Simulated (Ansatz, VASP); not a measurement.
**Ta3Ga in VASP and in Ansatz**

```
CELL_PARAMETERS angstrom
5.80241 0.00000 0.00000
-2.90121 5.02504 0.00000
0.00000 0.00000 4.81851
ATOMIC_POSITIONS crystal
Ta 0.83513 0.67027 0.25000
Ta 0.16487 0.83513 0.75000
Ta 0.32973 0.16487 0.25000
Ta 0.16487 0.32973 0.75000
Ta 0.83513 0.16487 0.25000
Ta 0.67027 0.83513 0.75000
Ga 0.33333 0.66667 0.25000
Ga 0.66667 0.33333 0.75000
```

Alike in both runs: functional PBE; k mesh 6 × 6 × 8; occupations gaussian, width 0.1 eV; no spin polarisation.

Ansatz relaxed the structure, and its values are those at the end. VASP's run is a single point on that final structure, the one shown.

|  | VASP | Ansatz |
| --- | --- | --- |
| version | VASP 6.6.1 | Ansatz 0.2.0 |
| potentials or method | VASP PAW PBE potentials, release 64 (Ta_pv, Ga_d), cutoff 520 eV | scalar-relativistic, plane waves, PAW |
| valence electrons in the cell | 92 | 104 |

|  | VASP | Ansatz | Ansatz less VASP |
| --- | --- | --- | --- |
| gap on the k mesh at the Fermi level (eV) | none | none | - |
| pressure (GPa) | 0.2 | 0.0 | -0.16 |
| rms of the force components (eV/Å) | 0.004 | 0.000 | -0.0033 |

A gap of «none» marks a metal or a gap that the smearing closes. VASP's potentials hold 92 valence electrons a cell and Ansatz's 104, so a difference there can come from the potentials and not from the codes.

Neither program's run includes spin-orbit coupling.
